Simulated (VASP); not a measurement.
# AlAs (m) (F-43m) in VASP: single point with PBEsol

Aim: the single point of AlAs (m) with PBEsol.

All numbers are computed with VASP 6.6.1; they aren't measurements. Logs are shortened: lines on timing, memory, paths and dates and some standing lists are left out, and cuts for length are marked.

## 1. The cell of the first run

The structure is cubic, space group F-43m (No. 216). The conventional cell has a = 5.675 Å, b = 5.675 Å, c = 5.675 Å, α = 90.00°, β = 90.00°, γ = 90.00°. Within 3.2 Å of Al (site symmetry -43m) lie 4 As at 2.46 Å. As (site symmetry -43m) has 4 Al at 2.46 Å within 3.2 Å.

## 2. Single point, PBEsol

Input file INCAR:

```
SYSTEM = AlAs
ALGO = Normal
EDIFF = 1E-6
ENCUT = 500
GGA = PS
GGA_COMPAT = .False.
ISIF = 2
ISMEAR = 0
LASPH = .True.
LCHARG = .False.
LREAL = .False.
LWAVE = .False.
NBANDS = 11
NELM = 120
PREC = Accurate
SIGMA = 0.02
```

Input file KPOINTS:

```
k-points
0
Gamma
  8 8 8
  0 0 0
```

Input file POSCAR:

```
AlAs
1.0
    0.0000000000      2.8374040830      2.8374040830
    2.8374040830      0.0000000000      2.8374040830
    2.8374040830      2.8374040830      0.0000000000
Al As
1 1
Direct
    0.0000000000      0.0000000000      0.0000000000
    0.2500000000      0.2500000000      0.2500000000
```

Potentials or basis: VASP PAW PBE potentials, release 64 (Al, As).

Run with:

```console
$ cat potpaw_PBE.64/Al/POTCAR potpaw_PBE.64/As/POTCAR > POTCAR
$ mpirun -np 1 vasp_std > vasp.out
```

OUTCAR:

```text
SYSTEM = AlAs
   EDIFF = 1E-6
   ENCUT = 500
   GGA = PS
   ISIF = 2
   ISMEAR = 0
   LASPH = .True.
   LREAL = .False.
   NELM = 120
   PREC = Accurate

 ion  position               nearest neighbor table
   1  0.000  0.000  0.000-   2 2.46   2 2.46   2 2.46   2 2.46
   2  0.250  0.250  0.250-   1 2.46   1 2.46   1 2.46   1 2.46

  LATTYP: Found a face centered cubic cell.
 ALAT       =     5.6748081660

  Lattice vectors:

 A1 = (   0.0000000000,   2.8374040830,   2.8374040830)
 A2 = (   2.8374040830,   0.0000000000,   2.8374040830)
 A3 = (   2.8374040830,   2.8374040830,   0.0000000000)

Analysis of symmetry for initial positions (statically):
=====================================================================
 Subroutine PRICEL returns:
 Original cell was already a primitive cell.

 Routine SETGRP: Setting up the symmetry group for a
 face centered cubic supercell.

 Subroutine GETGRP returns: Found 24 space group operations
 (whereof 24 operations were pure point group operations)
 out of a pool of 48 trial point group operations.

The static configuration has the point symmetry T_d .

Analysis of symmetry for dynamics (positions and initial velocities):
=====================================================================
 Subroutine PRICEL returns:
 Original cell was already a primitive cell.

 Routine SETGRP: Setting up the symmetry group for a
 face centered cubic supercell.

 Subroutine GETGRP returns: Found 24 space group operations
 (whereof 24 operations were pure point group operations)
 out of a pool of 48 trial point group operations.

The dynamic configuration has the point symmetry T_d .

 Subroutine INISYM returns: Found 24 space group operations
 (whereof 24 operations are pure point group operations),
 and found     1 'primitive' translations

----------------------------------------------------------------------------------------

                                     Primitive cell

  volume of cell :      45.6871

  direct lattice vectors                    reciprocal lattice vectors
     0.000000000  2.837404083  2.837404083    -0.176217410  0.176217410  0.176217410
     2.837404083  0.000000000  2.837404083     0.176217410 -0.176217410  0.176217410
     2.837404083  2.837404083  0.000000000     0.176217410  0.176217410 -0.176217410

  length of vectors
     4.012695336  4.012695336  4.012695336     0.305217508  0.305217508  0.305217508

  position of ions in fractional coordinates (direct lattice)
     0.000000000  0.000000000  0.000000000
     0.250000000  0.250000000  0.250000000

  ion indices of the primitive-cell ions
   primitive index   ion index
                 1           1
                 2           2

----------------------------------------------------------------------------------------

 KPOINTS: k-points

Automatic generation of k-mesh.
 Grid dimensions read from file:
 generate k-points for:    8    8    8

 Generating k-lattice:

  Cartesian coordinates                     Fractional coordinates (reciprocal lattice)
    -0.022027176  0.022027176  0.022027176     0.125000000  0.000000000  0.000000000
     0.022027176 -0.022027176  0.022027176     0.000000000  0.125000000  0.000000000
     0.022027176  0.022027176 -0.022027176     0.000000000  0.000000000  0.125000000

  Length of vectors
     0.038152189  0.038152189  0.038152189

  Shift w.r.t. Gamma in fractional coordinates (k-lattice)
     0.000000000  0.000000000  0.000000000

 Subroutine IBZKPT returns following result:
 ===========================================

 Found     29 irreducible k-points:

 Following reciprocal coordinates:
            Coordinates               Weight
  0.000000  0.000000  0.000000      1.000000
  0.125000  0.000000  0.000000      8.000000
  0.250000  0.000000  0.000000      8.000000
  0.375000  0.000000  0.000000      8.000000
  0.500000  0.000000  0.000000      4.000000
  0.125000  0.125000  0.000000      6.000000
[... 16 lines left out ...]
  0.500000  0.250000  0.125000     48.000000
 -0.375000  0.250000  0.125000     24.000000
 [... further k-points ...]
   k-points           NKPTS =     29   k-points in BZ     NKDIM =     29   number of bands    NBANDS=     11
   number of dos      NEDOS =    301   number of ions     NIONS =      2
   total plane-waves  NPLWV =  27000
   dimension x,y,z NGX =    30 NGY =   30 NGZ =   30
   dimension x,y,z NGXF=    60 NGYF=   60 NGZF=   60
   ions per type =               1   1
   NGX,Y,Z   is equivalent  to a cutoff of  12.43, 12.43, 12.43 a.u.
   NGXF,Y,Z  is equivalent  to a cutoff of  24.86, 24.86, 24.86 a.u.
 SYSTEM =  AlAs
   PREC   = accura    normal or accurate (medium, high low for compatibility)
   ISTART =      0    job   : 0-new  1-cont  2-samecut
   ICHARG =      2    charge: 1-file 2-atom 10-const
   ISPIN  =      1    spin polarized calculation?
   LNONCOLLINEAR =      F non collinear calculations
   LSORBIT =      F    spin-orbit coupling
   LASPH  =      T    aspherical Exc in radial PAW
   ENCUT  =  500.0 eV  36.75 Ry    6.06 a.u.   7.32  7.32  7.32*2*pi/ulx,y,z
   NELM   =    120;   NELMIN=  2; NELMDL= -5     # of ELM steps
   EDIFF  = 0.1E-05   stopping-criterion for ELM
   LREAL  =      F    real-space projection
[... 7 lines left out ...]
   TEBEG  =    0.0;   TEEND  =   0.0 temperature during run
   PSTRESS=    0.0 pullay stress
   NELECT =       8.0000    total number of electrons
   NUPDOWN=      -1.0000    fix difference up-down
   EMIN   =  10.00;   EMAX   =-10.00  energy-range for DOS
   EFERMI =   0.00;   METHOD = LEGACY
   ISMEAR =     0;   SIGMA  =   0.02  broadening in eV -4-tet -1-fermi 0-gaus
   EFERMI_NEDOS =   21; number of points for ismear=-14 and -15
   IALGO  =     38    algorithm
   IMIX   =      4    mixing-type and parameters
     AMIX     =   0.40;   BMIX     =  1.00
     AMIX_MAG =   1.60;   BMIX_MAG =  1.00
  volume/ion in A,a.u.               =      22.84       154.16
  Fermi-wavevector in a.u.,A,eV,Ry     =   0.915884  1.730769 11.413150  0.838843
  Thomas-Fermi vector in A             =   2.040676
   LORBIT       =      0    0 simple, 1 ext, 2 COOP (PROOUT), +10 PAW based schemes
   GGA     = PS    functional components
   LHFCALC =     F    Hartree Fock is set to
   AEXX    =    0.0000 exact exchange contribution
   IVDW    =     0    specifies the selected vdW correction
   LEPSILON=     F    determine dielectric tensor
   LRPA    =     F    only Hartree local field effects (RPA)
 non-spin polarized calculation
 Gauss-broadening in eV      SIGMA  =   0.02
  energy-cutoff  :      500.00
  volume of cell :       45.69
 maximum number of plane-waves:      1211
 NGX is ok and might be reduce to    30
   NGX = 15   NGY = 15   NGZ = 15

 number of electron       8.0000000 magnetization

 Free energy of the ion-electron system (eV)
  ---------------------------------------------------
  ext. energy  EPLUGINS =         0.00000000
  ---------------------------------------------------
  free energy    TOTEN  =       -10.06469450 eV

  energy without entropy =      -10.06469450  energy(sigma->0) =      -10.06469450

 E-fermi :   3.8249     XC(G=0):  -9.1671

 val. band max:        3.7393786257   @ k =   0.0000   0.0000   0.0000
 cond. band min:       5.0710923735   @ k =   0.5000   0.5000   0.0000
 fundamental gap:      1.3317137478
 Fermi energy:         3.8249362623

 k-point     1 :       0.0000    0.0000    0.0000
  band No.  band energies     occupation
      1      -8.1062      2.00000
      2       3.7394      2.00000
      3       3.7394      2.00000
      4       3.7394      2.00000
      5       5.6614      0.00000
      6       7.9897      0.00000
      7       7.9897      0.00000
      8       7.9897      0.00000
      9      12.4096      0.00000
     10      12.7151      0.00000
     11      12.7151      0.00000

 k-point     2 :       0.1250    0.0000    0.0000
  band No.  band energies     occupation
      1      -7.9542      2.00000
      2       2.2962      2.00000
      3       3.5789      2.00000
      4       3.5789      2.00000
      5       6.4335      0.00000
      6       8.2703      0.00000
      7       8.2703      0.00000
      8       8.3680      0.00000
      9      12.0903      0.00000
     10      12.0903      0.00000
     11      13.1394      0.00000

 k-point     3 :       0.2500    0.0000    0.0000
  band No.  band energies     occupation
      1      -7.5324      2.00000
      2       0.3428      2.00000
      3       3.2626      2.00000
      4       3.2626      2.00000
      5       6.2668      0.00000
      6       8.6055      0.00000
      7       8.6055      0.00000
      8      10.0756      0.00000
      9      11.9795      0.00000
     10      11.9795      0.00000
     11      12.9468      0.00000

 k-point     4 :       0.3750    0.0000    0.0000
  band No.  band energies     occupation
      1      -6.9871      2.00000
      2      -1.1984      2.00000
      3       3.0103      2.00000
      4       3.0103      2.00000
      5       5.9228      0.00000
      6       8.4839      0.00000
      7       8.4839      0.00000
      8      11.2833      0.00000
      9      13.2744      0.00000
     10      13.2744      0.00000
     11      13.3095      0.00000

 k-point     5 :       0.5000    0.0000    0.0000
  band No.  band energies     occupation
      1      -6.6958      2.00000
      2      -1.8307      2.00000
      3       2.9187      2.00000
      4       2.9187      2.00000
      5       5.7930      0.00000
      6       8.3653      0.00000
      7       8.3653      0.00000
      8      11.3030      0.00000
      9      14.7401      0.00000
     10      15.2094      0.00000
     11      15.2094      0.00000
[... 211 lines left out ...]
 k-point    21 :       0.5000    0.5000    0.0000
  band No.  band energies     occupation
      1      -6.1522      2.00000
      2      -1.6781      2.00000
      3       1.5696      2.00000
      4       1.5696      2.00000
      5       5.0711      0.00000
      6       5.9560      0.00000
      7      13.9644      0.00000
      8      13.9644      0.00000
      9      15.3271      0.00000
     10      16.2430      0.00000
     11      16.2430      0.00000

 k-point    22 :       0.3750    0.2500    0.1250
  band No.  band energies     occupation
      1      -7.1798      2.00000
      2      -0.0309      2.00000
      3       1.7811      2.00000
      4       2.7638      2.00000
      5       7.2618      0.00000
      6       7.9366      0.00000
      7       8.9566      0.00000
      8      10.2066      0.00000
      9      11.8282      0.00000
     10      14.0805      0.00000
     11      15.6323      0.00000

 k-point    23 :       0.5000    0.2500    0.1250
  band No.  band energies     occupation
      1      -6.6893      2.00000
      2      -1.0381      2.00000
      3       1.1930      2.00000
      4       2.3807      2.00000
      5       7.3425      0.00000
      6       8.1183      0.00000
      7       9.4438      0.00000
      8      10.5352      0.00000
      9      12.9824      0.00000
     10      14.1859      0.00000
     11      15.7656      0.00000

 k-point    24 :      -0.3750    0.2500    0.1250
  band No.  band energies     occupation
      1      -6.4361      2.00000
      2      -1.5156      2.00000
      3       1.0413      2.00000
      4       2.1971      2.00000
      5       7.3335      0.00000
      6       7.8956      0.00000
      7      10.3533      0.00000
      8      11.2841      0.00000
      9      12.0061      0.00000
     10      14.6270      0.00000
     11      15.8911      0.00000

 [... further k-points ...]

------------------------ aborting loop because EDIFF is reached ----------------------------------------

  FORCE on cell =-STRESS in cart. coord.  units (eV):
  Direction    XX          YY          ZZ          XY          YZ          ZX
  --------------------------------------------------------------------------------------
  -------------------------------------------------------------------------------------
  Total        0.0756389      0.0756389      0.0756389      0.0000000      0.0000000      0.0000000
  in kB        2.6525400      2.6525400      2.6525400      0.0000000      0.0000000      0.0000000
  external PRESSURE =       2.6525400 kB  Pullay stress =       0.0000000 kB

 VOLUME and BASIS-vectors are now :
 -----------------------------------------------------------------------------
  energy-cutoff  :      500.00
  volume of cell :       45.69
      direct lattice vectors                 reciprocal lattice vectors
     0.000000000  2.837404083  2.837404083    -0.176217410  0.176217410  0.176217410
     2.837404083  0.000000000  2.837404083     0.176217410 -0.176217410  0.176217410
     2.837404083  2.837404083  0.000000000     0.176217410  0.176217410 -0.176217410

 POSITION                                       TOTAL-FORCE (eV/Angst)
 -----------------------------------------------------------------------------------
      0.00000      0.00000      0.00000         0.000000      0.000000      0.000000
      1.41870      1.41870      1.41870        -0.000000     -0.000000     -0.000000
 -----------------------------------------------------------------------------------
    total drift:                                0.000000      0.000000      0.000000

  FREE ENERGIE OF THE ION-ELECTRON SYSTEM (eV)
  ---------------------------------------------------
  free  energy   TOTEN  =       -10.0646944998 eV

  energy  without entropy=      -10.0646944998  energy(sigma->0) =      -10.06469450
```

Wall time 22 s (1 thread of Intel Xeon 8259CL, shared host); peak memory 0.17 GiB.

Results:

```yaml
Free_energy: -10.0647 eV
Pressure: 0.3 GPa
Band_gap_on_the_k_mesh: 1.33 eV, indirect (least direct gap 1.92 eV)
```

Caveat: the PAW data sets were made with another functional, which shifts forces and pressure a little. Expect the measured gap to be larger: semilocal functionals such as PBEsol lack the derivative discontinuity.
